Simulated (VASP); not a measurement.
# GdN (Fm-3m) in VASP: a series of runs

GdN is run at these levels: r2SCAN; tasks: single point.

Program: VASP 6.6.1. These are calculated values, not measurements. Logs are shortened: lines on timing, memory, paths and dates and some standing lists are left out, and cuts for length are marked.

## Step 1: The cell of the first run

It takes space group Fm-3m (No. 225, cubic). Conventional cell: a = 4.906 Å, b = 4.906 Å, c = 4.906 Å, α = 90.00°, β = 90.00°, γ = 90.00°. Within 3.2 Å of Gd (site symmetry m-3m) lie 6 N at 2.45 Å. N (site symmetry m-3m) has 6 Gd at 2.45 Å within 3.2 Å.

## Step 2: Single point, r2SCAN, collinear spin, ferromagnetic start (14.76 Å³/atom)

Input file POSCAR:

```
GdN
1.0
    0.0000000000      2.4529728532      2.4529728532
    2.4529728532      0.0000000000      2.4529728532
    2.4529728532      2.4529728532      0.0000000000
Gd N
1 1
Direct
    0.0000000000      0.0000000000      0.0000000000
    0.5000000000      0.5000000000      0.5000000000
```

Input file INCAR.step1:

```
SYSTEM = GdN
PREC = Accurate
ENCUT = 520
ISMEAR = 0
SIGMA = 0.05
LREAL = .FALSE.
LASPH = .TRUE.
NELM = 150
ISPIN = 2
MAGMOM = 7.61 0
LMAXMIX = 6
NBANDS = 22
GGA = PE
ALGO = Normal
EDIFF = 1E-4
LWAVE = .TRUE.
LCHARG = .FALSE.
```

Input file INCAR.step2:

```
SYSTEM = GdN
PREC = Accurate
ENCUT = 520
EDIFF = 1E-7
ISMEAR = 0
SIGMA = 0.05
LREAL = .FALSE.
LASPH = .TRUE.
NELM = 150
ALGO = Normal
ISIF = 2
LWAVE = .FALSE.
LCHARG = .FALSE.
ISPIN = 2
MAGMOM = 7.61 0
LORBIT = 11
LMAXMIX = 6
METAGGA = R2SCAN
LMIXTAU = .TRUE.
NBANDS = 22
ISTART = 1
```

Input file KPOINTS:

```
regular mesh
0
G
  12 12 12
  0 0 0
```

Potentials or basis: VASP PAW PBE potentials, release 64 (Gd, N).

The run is started by

```bash
$ cat potpaw_PBE.64/Gd/POTCAR potpaw_PBE.64/N/POTCAR > POTCAR
$ cp INCAR.step1 INCAR
$ mpirun -np 1 vasp_std > vasp.out
$ cp INCAR.step2 INCAR
$ mpirun -np 1 vasp_std > vasp.out
```

OUTCAR:

```text
SYSTEM = GdN
   PREC = Accurate
   ENCUT = 520
   EDIFF = 1E-7
   ISMEAR = 0
   LREAL = .FALSE.
   LASPH = .TRUE.
   NELM = 150
   ISIF = 2
   ISPIN = 2
   LORBIT = 11
   METAGGA = R2SCAN
   ISTART = 1

 ion  position               nearest neighbor table
   1  0.000  0.000  0.000-   2 2.45   2 2.45   2 2.45   2 2.45   2 2.45   2 2.45
   2  0.500  0.500  0.500-   1 2.45   1 2.45   1 2.45   1 2.45   1 2.45   1 2.45

  LATTYP: Found a face centered cubic cell.
 ALAT       =     4.9059457064

  Lattice vectors:

 A1 = (   0.0000000000,   2.4529728532,   2.4529728532)
 A2 = (   2.4529728532,   0.0000000000,   2.4529728532)
 A3 = (   2.4529728532,   2.4529728532,   0.0000000000)

Analysis of symmetry for initial positions (statically):
=====================================================================
 Subroutine PRICEL returns:
 Original cell was already a primitive cell.

 Routine SETGRP: Setting up the symmetry group for a
 face centered cubic supercell.

 Subroutine GETGRP returns: Found 48 space group operations
 (whereof 48 operations were pure point group operations)
 out of a pool of 48 trial point group operations.

The static configuration has the point symmetry O_h .

Analysis of symmetry for dynamics (positions and initial velocities):
=====================================================================
 Subroutine PRICEL returns:
 Original cell was already a primitive cell.

 Routine SETGRP: Setting up the symmetry group for a
 face centered cubic supercell.

 Subroutine GETGRP returns: Found 48 space group operations
 (whereof 48 operations were pure point group operations)
 out of a pool of 48 trial point group operations.

The dynamic configuration has the point symmetry O_h .

Analysis of structural, dynamic, and magnetic symmetry:
=====================================================================
 Subroutine PRICEL returns:
 Original cell was already a primitive cell.

 Routine SETGRP: Setting up the symmetry group for a
 face centered cubic supercell.

 Subroutine GETGRP returns: Found 48 space group operations
 (whereof 48 operations were pure point group operations)
 out of a pool of 48 trial point group operations.

The overall configuration has the point symmetry O_h .

 Subroutine INISYM returns: Found 48 space group operations
 (whereof 48 operations are pure point group operations),
 and found     1 'primitive' translations

----------------------------------------------------------------------------------------

                                     Primitive cell

  volume of cell :      29.5194

  direct lattice vectors                    reciprocal lattice vectors
     0.000000000  2.452972853  2.452972853    -0.203834298  0.203834298  0.203834298
     2.452972853  0.000000000  2.452972853     0.203834298 -0.203834298  0.203834298
     2.452972853  2.452972853  0.000000000     0.203834298  0.203834298 -0.203834298

  length of vectors
     3.469027477  3.469027477  3.469027477     0.353051361  0.353051361  0.353051361

  position of ions in fractional coordinates (direct lattice)
     0.000000000  0.000000000  0.000000000
     0.500000000  0.500000000  0.500000000

  ion indices of the primitive-cell ions
   primitive index   ion index
                 1           1
                 2           2

----------------------------------------------------------------------------------------

 KPOINTS: regular mesh

Automatic generation of k-mesh.
 Grid dimensions read from file:
 generate k-points for:   12   12   12

 Generating k-lattice:

  Cartesian coordinates                     Fractional coordinates (reciprocal lattice)
    -0.016986192  0.016986192  0.016986192     0.083333333  0.000000000  0.000000000
     0.016986192 -0.016986192  0.016986192     0.000000000  0.083333333  0.000000000
     0.016986192  0.016986192 -0.016986192     0.000000000  0.000000000  0.083333333

  Length of vectors
     0.029420947  0.029420947  0.029420947

  Shift w.r.t. Gamma in fractional coordinates (k-lattice)
     0.000000000  0.000000000  0.000000000

 Subroutine IBZKPT returns following result:
 ===========================================

 Found     72 irreducible k-points:

 Following reciprocal coordinates:
            Coordinates               Weight
  0.000000  0.000000  0.000000      1.000000
  0.083333  0.000000  0.000000      8.000000
  0.166667  0.000000  0.000000      8.000000
  0.250000  0.000000  0.000000      8.000000
  0.333333  0.000000  0.000000      8.000000
  0.416667  0.000000  0.000000      8.000000
[... 16 lines left out ...]
  0.500000  0.166667  0.000000     24.000000
 -0.416667  0.166667  0.000000     24.000000
 [... further k-points ...]
   k-points           NKPTS =     72   k-points in BZ     NKDIM =     72   number of bands    NBANDS=     22
   number of dos      NEDOS =    301   number of ions     NIONS =      2
   total plane-waves  NPLWV =  21952
   dimension x,y,z NGX =    28 NGY =   28 NGZ =   28
   dimension x,y,z NGXF=    56 NGYF=   56 NGZF=   56
   ions per type =               1   1
   NGX,Y,Z   is equivalent  to a cutoff of  13.42, 13.42, 13.42 a.u.
   NGXF,Y,Z  is equivalent  to a cutoff of  26.84, 26.84, 26.84 a.u.
 SYSTEM =  GdN
   PREC   = accura    normal or accurate (medium, high low for compatibility)
   ISTART =      1    job   : 0-new  1-cont  2-samecut
   ICHARG =      0    charge: 1-file 2-atom 10-const
   ISPIN  =      2    spin polarized calculation?
   LNONCOLLINEAR =      F non collinear calculations
   LSORBIT =      F    spin-orbit coupling
   LASPH  =      T    aspherical Exc in radial PAW
   ENCUT  =  520.0 eV  38.22 Ry    6.18 a.u.   6.45  6.45  6.45*2*pi/ulx,y,z
   NELM   =    150;   NELMIN=  2; NELMDL=  0     # of ELM steps
   EDIFF  = 0.1E-06   stopping-criterion for ELM
   LREAL  =      F    real-space projection
   EDIFFG = 0.1E-05   stopping-criterion for IOM
   NSW    =      0    number of steps for IOM
   IBRION =     -1    ionic relax: 0-MD 1-quasi-New 2-CG
   NFREE  =      0    steps in history (QN), initial steepest desc. (CG)
   ISIF   =      2    stress and relaxation
   ISYM   =      2    0-nonsym 1-usesym 2-fastsym
   POTIM  = 0.5000    time-step for ionic-motion
   TEBEG  =    0.0;   TEEND  =   0.0 temperature during run
   PSTRESS=    0.0 pullay stress
   NELECT =      23.0000    total number of electrons
   NUPDOWN=      -1.0000    fix difference up-down
   EMIN   =  10.00;   EMAX   =-10.00  energy-range for DOS
   EFERMI =   0.00;   METHOD = LEGACY
   ISMEAR =     0;   SIGMA  =   0.05  broadening in eV -4-tet -1-fermi 0-gaus
   EFERMI_NEDOS =   21; number of points for ismear=-14 and -15
   IALGO  =     38    algorithm
   IMIX   =      4    mixing-type and parameters
     AMIX     =   0.40;   BMIX     =  1.00
     AMIX_MAG =   1.60;   BMIX_MAG =  1.00
  volume/ion in A,a.u.               =      14.76        99.60
  Fermi-wavevector in a.u.,A,eV,Ry     =   1.506427  2.846734 30.875997  2.269322
  Thomas-Fermi vector in A             =   2.617146
   LORBIT       =     11    0 simple, 1 ext, 2 COOP (PROOUT), +10 PAW based schemes
   METAGGA = R2SCAN    functional components
   LHFCALC =     F    Hartree Fock is set to
   AEXX    =    0.0000 exact exchange contribution
   IVDW    =     0    specifies the selected vdW correction
   LEPSILON=     F    determine dielectric tensor
   LRPA    =     F    only Hartree local field effects (RPA)
 spin polarized calculation
 Gauss-broadening in eV      SIGMA  =   0.05
  energy-cutoff  :      520.00
  volume of cell :       29.52
 maximum number of plane-waves:       821
 NGX is ok and might be reduce to    28
   NGX = 13   NGY = 13   NGZ = 13

 number of electron      23.0000000 magnetization       6.9999999

 Free energy of the ion-electron system (eV)
  ---------------------------------------------------
  ext. energy  EPLUGINS =         0.00000000
  ---------------------------------------------------
  free energy    TOTEN  =       -53.82807526 eV

  energy without entropy =      -53.82797707  energy(sigma->0) =      -53.82802616

 E-fermi :   4.1944     XC(G=0): -12.5260

 val. band max:        4.1944221748   @ k =   0.0833   0.0833   0.0000
 cond. band min:       4.3617034999   @ k =   0.3333   0.3333   0.0000
 fundamental gap:      0.1672813251
 Fermi energy:         4.1944434145

 spin component 1

 k-point     1 :       0.0000    0.0000    0.0000
  band No.  band energies     occupation
      1     -41.1700      1.00000
      2     -17.4466      1.00000
      3     -17.4465      1.00000
      4     -17.4465      1.00000
      5      -9.8615      1.00000
      6       0.1487      1.00000
[... 14 lines left out ...]
     21       9.1540      0.00000
     22      15.6572      0.00000
[... 552 lines left out ...]
  band No.  band energies     occupation
      1     -41.0450      1.00000
      2     -18.6521      1.00000
      3     -17.7691      1.00000
      4     -17.5890      1.00000
      5      -8.2723      1.00000
      6      -0.0314      1.00000
[... 14 lines left out ...]
     21      15.2197      0.00000
     22      17.6970      0.00000

 [... further k-points ...]

 spin component 2

 k-point     1 :       0.0000    0.0000    0.0000
  band No.  band energies     occupation
      1     -37.4851      1.00000
      2     -14.8293      1.00000
      3     -14.8293      1.00000
      4     -14.8293      1.00000
      5      -9.8839      1.00000
      6       3.2225      1.00000
[... 14 lines left out ...]
     21      10.3576      0.00000
     22      16.8191      0.00000
[... 552 lines left out ...]
  band No.  band energies     occupation
      1     -37.3121      1.00000
      2     -16.5142      1.00000
      3     -15.2430      1.00000
      4     -15.0003      1.00000
      5      -8.0941      1.00000
      6       0.4440      1.00000
[... 14 lines left out ...]
     21      16.6060      0.00000
     22      18.9171      0.00000

 [... further k-points ...]

------------------------ aborting loop because EDIFF is reached ----------------------------------------

  FORCE on cell =-STRESS in cart. coord.  units (eV):
  Direction    XX          YY          ZZ          XY          YZ          ZX
  --------------------------------------------------------------------------------------
  -------------------------------------------------------------------------------------
  Total        1.3092318      1.3092318      1.3092318     -0.0000000      0.0000000      0.0000000
  in kB       71.0589709     71.0589709     71.0589709     -0.0000000      0.0000000      0.0000000
  external PRESSURE =      71.0589709 kB  Pullay stress =       0.0000000 kB

 VOLUME and BASIS-vectors are now :
 -----------------------------------------------------------------------------
  energy-cutoff  :      520.00
  volume of cell :       29.52
      direct lattice vectors                 reciprocal lattice vectors
     0.000000000  2.452972853  2.452972853    -0.203834298  0.203834298  0.203834298
     2.452972853  0.000000000  2.452972853     0.203834298 -0.203834298  0.203834298
     2.452972853  2.452972853  0.000000000     0.203834298  0.203834298 -0.203834298

 POSITION                                       TOTAL-FORCE (eV/Angst)
 -----------------------------------------------------------------------------------
      0.00000      0.00000      0.00000         0.000000      0.000000      0.000000
      2.45297      2.45297      2.45297         0.000000     -0.000000     -0.000000
 -----------------------------------------------------------------------------------
    total drift:                               -0.000000      0.000000      0.000000

  FREE ENERGIE OF THE ION-ELECTRON SYSTEM (eV)
  ---------------------------------------------------
  free  energy   TOTEN  =       -53.8280752622 eV

  energy  without entropy=      -53.8279770669  energy(sigma->0) =      -53.82802616

 total charge

# of ion       s       p       d       f       tot
--------------------------------------------------
    1        2.042   5.702   0.546   6.986  15.276
    2        1.257   2.442   0.000   0.000   3.699
--------------------------------------------------
tot          3.299   8.144   0.546   6.986  18.975

 magnetization (x)

# of ion       s       p       d       f       tot
--------------------------------------------------
    1       -0.011  -0.129   0.091   6.839   6.790
    2       -0.011  -0.112   0.000   0.000  -0.123
--------------------------------------------------
tot         -0.022  -0.241   0.091   6.839   6.667
```

Wall time 5.5 min (1 thread of Intel Xeon 6975P-C (Granite Rapids), shared host); peak memory 0.25 GiB.

Results:

```yaml
Free_energy: -53.8281 eV
Pressure: 7.1 GPa
Band_gap_on_the_k_mesh: zero (filled and empty bands overlap)
Net_moment: 7.00 μB per cell
Site_moments: Gd +6.79; N -0.12 μB
Valence_electrons_inside_the_program's_atomic_spheres: Gd 15.28; N 3.70
```

Caveat: the cell stands under pressure; the PAW data sets were made with another functional, which shifts forces and pressure a little; spin-orbit coupling is left out, which moves the levels of the heavy elements; a cell with one magnetic atom can't hold antiferromagnetic order, which such compounds often take; semilocal functionals describe open f shells poorly, which spoils levels, moments and volumes.

## Step 3: Single point, r2SCAN, collinear spin, ferromagnetic start (15.07 Å³/atom)

This run uses another cell than the first one, of 15.07 Å³/atom.

Input file POSCAR:

```
GdN
1.0
    0.0000000000      2.4698904419      2.4698904419
    2.4698904419      0.0000000000      2.4698904419
    2.4698904419      2.4698904419      0.0000000000
Gd N
1 1
Direct
    0.0000000000      0.0000000000      0.0000000000
    0.5000000000      0.5000000000      0.5000000000
```

Input file INCAR.step1:

```
ALGO = Normal ; EDIFF = 1E-4
ENCUT = 520 ; GGA = PE
ISMEAR = 0 ; ISPIN = 2
LASPH = T ; LCHARG = F
LMAXMIX = 6 ; LREAL = F
LWAVE = T ; MAGMOM = 7.62 0
NBANDS = 22 ; NELM = 150
PREC = Accurate ; SIGMA = 0.05
```

Input file INCAR.step2:

```
ALGO = Normal ; EDIFF = 1E-6
ENCUT = 520 ; ISIF = 2
ISMEAR = 0 ; ISPIN = 2
ISTART = 1 ; LASPH = T
LCHARG = T ; LELF = T
LMAXMIX = 6 ; LMIXTAU = T
LORBIT = 11 ; LREAL = F
LVHAR = T ; LWAVE = F
MAGMOM = 7.62 0 ; METAGGA = R2SCAN
NBANDS = 22 ; NELM = 150
PREC = Accurate ; SIGMA = 0.05
```

Input file KPOINTS:

```
k-points
0
Gamma
  12 12 12
```

Potentials or basis: VASP PAW PBE potentials, release 64 (Gd, N).

The run is started by

```bash
$ cat potpaw_PBE.64/Gd/POTCAR potpaw_PBE.64/N/POTCAR > POTCAR
$ cp INCAR.step1 INCAR
$ mpirun -np 1 vasp_std > vasp.out
$ cp INCAR.step2 INCAR
$ mpirun -np 1 vasp_std > vasp.out
```

Run time: 4.6 min. Hardware: 1 thread of Intel Xeon 6975P-C (Granite Rapids), shared host; peak memory 0.25 GiB.

It converged, with:

| Quantity | Value |
| --- | --- |
| Free energy | -53.8490 eV |
| Pressure | 3.4 GPa |
| Band gap on the k mesh | zero (filled and empty bands overlap) |
| Net moment | 7.00 μB per cell |
| Site moments | Gd +6.79; N -0.12 μB |
| Valence electrons inside the program's atomic spheres | Gd 15.26; N 3.69 |

Levels at points of the mesh, in eV from the Fermi level:
Spin up:
```tsv
k point	band 13	band 14	band 15	band 16	band 17	band 18
(0.00, 0.00, 0.00)	0.21	0.21	0.21	2.71	2.71	2.71
(0.50, 0.00, 0.00)	-3.64	-2.82	-2.82	5.58	6.25	6.25
(0.50, 0.50, 0.00)	-1.55	-0.36	-0.25	-0.25	6.84	7.13
```
Spin down:
| k point | band 5 | band 6 | band 7 | band 8 | band 9 | band 10 | band 11 | band 12 |
| --- | --- | --- | --- | --- | --- | --- | --- | --- |
| (0.00, 0.00, 0.00) | -14.00 | -0.92 | -0.92 | -0.92 | 2.86 | 3.57 | 3.57 | 3.57 |
| (0.50, 0.00, 0.00) | -11.90 | -4.26 | -2.73 | -2.73 | 3.02 | 3.18 | 3.18 | 3.49 |
| (0.50, 0.50, 0.00) | -13.81 | -1.14 | -0.86 | -0.86 | 0.44 | 3.26 | 3.33 | 3.39 |

Caveat: the cell stands under pressure; the PAW data sets were made with another functional, which shifts forces and pressure a little; spin-orbit coupling is left out, which moves the levels of the heavy elements; a cell with one magnetic atom can't hold antiferromagnetic order, which such compounds often take; semilocal functionals describe open f shells poorly, which spoils levels, moments and volumes.

## Step 4: Single point, r2SCAN, collinear spin, ferromagnetic start (15.37 Å³/atom)

This run uses another cell than the first one, of 15.37 Å³/atom.

Input file POSCAR:

```
GdN
1.0
    0.0000000000      2.4865793971      2.4865793971
    2.4865793971      0.0000000000      2.4865793971
    2.4865793971      2.4865793971      0.0000000000
Gd N
1 1
Direct
    0.0000000000      0.0000000000      0.0000000000
    0.5000000000      0.5000000000      0.5000000000
```

Input file INCAR.step1:

```
  PREC = Accurate
  ENCUT = 520
  ISMEAR = 0
  SIGMA = 0.05
  LREAL = False
  LASPH = True
  NELM = 150
  ISPIN = 2
  MAGMOM = 7.62 0
  LMAXMIX = 6
  NBANDS = 22
  GGA = PE
  ALGO = Normal
  EDIFF = 1E-4
  LWAVE = True
  LCHARG = False
```

Input file INCAR.step2:

```
  PREC = Accurate
  ENCUT = 520
  EDIFF = 1E-7
  ISMEAR = 0
  SIGMA = 0.05
  LREAL = False
  LASPH = True
  NELM = 150
  ALGO = Normal
  ISIF = 2
  LWAVE = False
  LCHARG = False
  ISPIN = 2
  MAGMOM = 7.62 0
  LORBIT = 11
  LMAXMIX = 6
  METAGGA = R2SCAN
  LMIXTAU = True
  NBANDS = 22
  ISTART = 1
```

Input file KPOINTS:

```
Automatic mesh
0
Gamma
  12 12 12
```

The run is started by

```bash
$ cat potpaw_PBE.64/Gd/POTCAR potpaw_PBE.64/N/POTCAR > POTCAR
$ cp INCAR.step1 INCAR
$ mpirun -np 1 vasp_std > vasp.out
$ cp INCAR.step2 INCAR
$ mpirun -np 1 vasp_std > vasp.out
```

Wall time 5.3 min (1 thread of Intel Xeon 6975P-C (Granite Rapids), shared host); peak memory 0.25 GiB.

The run converged. Its results:

* Free energy: -53.8564 eV
* Pressure: 0.0 GPa
* Band gap on the k mesh: zero (filled and empty bands overlap)
* Net moment: 7.00 μB per cell
* Site moments: Gd +6.79; N -0.12 μB
* Valence electrons inside the program's atomic spheres: Gd 15.24; N 3.67

Levels at points of the mesh, in eV from the Fermi level:
Spin up:
```csv
k point,band 13,band 14,band 15,band 16,band 17,band 18
"(0.00, 0.00, 0.00)",0.20,0.20,0.20,2.71,2.71,2.71
"(0.50, 0.00, 0.00)",-3.71,-2.73,-2.73,5.51,6.16,6.16
"(0.50, 0.50, 0.00)",-1.56,-0.28,-0.27,-0.27,6.74,6.95
```
Spin down:
| k point | band 4 | band 5 | band 6 | band 7 | band 8 | band 9 | band 10 | band 11 | band 12 | band 13 |
| --- | --- | --- | --- | --- | --- | --- | --- | --- | --- | --- |
| (0.00, 0.00, 0.00) | -19.15 | -13.92 | -0.88 | -0.88 | -0.88 | 2.83 | 3.51 | 3.51 | 3.51 | 3.69 |
| (0.50, 0.00, 0.00) | -19.26 | -11.93 | -4.17 | -2.64 | -2.64 | 2.98 | 3.14 | 3.14 | 3.43 | 3.43 |
| (0.50, 0.50, 0.00) | -19.60 | -13.72 | -1.18 | -0.84 | -0.84 | 0.51 | 3.21 | 3.27 | 3.34 | 3.34 |

Caveat: the PAW data sets were made with another functional, which shifts forces and pressure a little; spin-orbit coupling is left out, which moves the levels of the heavy elements; a cell with one magnetic atom can't hold antiferromagnetic order, which such compounds often take; semilocal functionals describe open f shells poorly, which spoils levels, moments and volumes. The state reached can hang on the start; a lower one may exist.

## Step 5: Summary

| cell | gap on the mesh (eV) | pressure (GPa) | moment (μB) |
| --- | --- | --- | --- |
| a = 3.469 Å, angles 60.0°, 2 atoms | none | 7.1 | 7.00 |
| a = 3.493 Å, angles 60.0°, 2 atoms | none | 3.4 | 7.00 |
| a = 3.517 Å, angles 60.0°, 2 atoms | none | 0.0 | 7.00 |

Alike in all rows: task single point; level r2SCAN; potentials or basis VASP PAW PBE potentials, release 64 (Gd, N); spin collinear, ferromagnetic start; k mesh 12 × 12 × 12; cutoff (eV) 520; smearing gaussian 0.05 eV.

Caveats: the PAW data sets were made with another functional, which shifts forces and pressure a little; spin-orbit coupling is left out, which moves the levels of the heavy elements; a cell with one magnetic atom can't hold antiferromagnetic order, which such compounds often take; semilocal functionals describe open f shells poorly, which spoils levels, moments and volumes; the cell stands under pressure (at least some runs).

Total energies depend on the potentials used, so only differences within one code and one set of settings carry meaning.

The gap in the log of VASP goes by the Fermi energy; the results here count the filled bands.